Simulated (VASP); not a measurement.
Set up this calculation in VASP 6.6.1, as the native input.

```
Task                   : single point
Functional             : PBEsol
Potentials or basis    : VASP PAW PBE potentials, release 64 (Ba_sv)
Cutoff                 : 520 eV
k mesh                 : 10 × 10 × 6
Occupations            : fermi-dirac, width 0.08 eV
Spin                   : no spin polarisation
Dipole correction      : no
Further INCAR settings : ALGO = Normal; EDIFF = 1e-06; NBANDS = 17
```

The structure of Ba lies in POSCAR:

```
Ba
1.0
    4.0672752982      0.0000000000      0.0000000000
   -2.0336376491      3.5223637324      0.0000000000
    0.0000000000      0.0000000000      6.4851614729
Ba
2
Direct
    0.3333333333      0.6666666667      0.2500000000
    0.6666666667      0.3333333333      0.7500000000
```

This isn't the form of Ba at room conditions, which is bcc.

These files were run (other wordings do the same):

INCAR

```
ALGO = Normal ; EDIFF = 1E-6
ENCUT = 520 ; GGA = PS
ISIF = 2 ; ISMEAR = -1
LASPH = T ; LCHARG = T
LELF = T ; LREAL = F
LVHAR = T ; LWAVE = F
NBANDS = 17 ; NELM = 60
PREC = Accurate ; SIGMA = 0.08
```

KPOINTS

```
k-points
0
Gamma
  10 10 6
```

Potentials or basis: VASP PAW PBE potentials, release 64 (Ba_sv).

Run with:

```bash
$ cat potpaw_PBE.64/Ba_sv/POTCAR > POTCAR
$ mpirun -np 1 vasp_std > vasp.out
```

Results of the run:

| Item | Value |
| --- | --- |
| Pressure | 2.6 GPa |
| Band gap on the k mesh | zero (bands 10 and 11 overlap by 0.66 eV) |

Caveat: the PAW data sets were made with another functional, which shifts forces and pressure a little; spin-orbit coupling is left out, which moves the levels of the heavy elements.

Wall time 28 s on 1 thread of Intel(R) Xeon(R) 6975P-C (Granite Rapids), with other jobs on the host, peak memory 0.23 GiB.
